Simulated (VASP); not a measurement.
## Na: single point with PBEsol

Crystal: Na.

```
CELL_PARAMETERS angstrom
0.00000 1.60298 1.60298
1.60298 0.00000 1.60298
1.60298 1.60298 0.00000
ATOMIC_POSITIONS crystal
Na 0.00000 0.00000 0.00000
```

This isn't the form of Na at room conditions, which is bcc.

- Program: VASP 6.6.1
- Task: single point
- Functional: PBEsol
- Potentials or basis: VASP PAW PBE potentials, release 64 (Na_pv)
- Cutoff: 500 eV
- k mesh: 22 × 22 × 22
- Occupations: gaussian, width 0.1 eV
- Spin: no spin polarisation

```
Pressure               : 201.7 GPa
Band gap on the k mesh : zero (an odd number of electrons rules out a gap without spin polarisation)
```

Levels at points of the mesh, in eV from the Fermi level:
| k point | band 1 | band 2 | band 3 | band 4 | band 5 | band 6 | band 7 | band 8 |
| --- | --- | --- | --- | --- | --- | --- | --- | --- |
| (0.00, 0.00, 0.00) | -27.36 | -27.36 | -27.36 | -8.22 | 22.21 | 22.21 | 22.21 | 25.64 |
| (0.50, 0.00, 0.00) | -29.92 | -27.61 | -27.61 | 1.27 | 2.09 | 19.63 | 19.63 | 23.44 |
| (0.50, 0.50, 0.00) | -29.63 | -28.12 | -28.12 | 1.99 | 5.21 | 9.24 | 19.14 | 19.14 |

Wall time 45 s on 1 thread of Intel Xeon 8259CL, on a shared host, peak memory 0.13 GiB.

Caveat: the cell stands under pressure; the PAW data sets were made with another functional, which shifts forces and pressure a little.
